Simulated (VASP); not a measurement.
A run of VASP 6.6.1 is set up as follows.

The input INCAR:

```
  PREC = Accurate
  ENCUT = 500
  EDIFF = 1E-6
  ISMEAR = -1
  SIGMA = 0.1
  LREAL = F
  LASPH = T
  NELM = 120
  ALGO = Normal
  ISIF = 2
  LWAVE = F
  LCHARG = F
  GGA = PE
  NBANDS = 15
  GGA_COMPAT = F
```

File KPOINTS:

```
Automatic mesh
0
Gamma
  11 11 11
```

File POSCAR:

```
CsBr
1.0
    4.3882232698      0.0000000000      0.0000000000
    0.0000000000      4.3882232698      0.0000000000
    0.0000000000      0.0000000000      4.3882232698
Cs Br
1 1
Direct
    0.0000000000      0.0000000000      0.0000000000
    0.5000000000      0.5000000000      0.5000000000
```

Potentials or basis: VASP PAW PBE potentials, release 64 (Cs_sv, Br).

The run is started by

```bash
$ cat potpaw_PBE.64/Cs_sv/POTCAR potpaw_PBE.64/Br/POTCAR > POTCAR
$ mpirun -np 1 vasp_std > vasp.out
```

Problem. What does it give for the pressure?

Solution. 0.0 GPa.

Problem. Estimate the band gap on the k mesh.

Solution. 4.25 eV (least direct gap 4.27 eV).

Caveat: spin-orbit coupling is left out, which moves the levels of the heavy elements; an odd mesh through Γ misses points on the zone boundary, where band edges can lie.
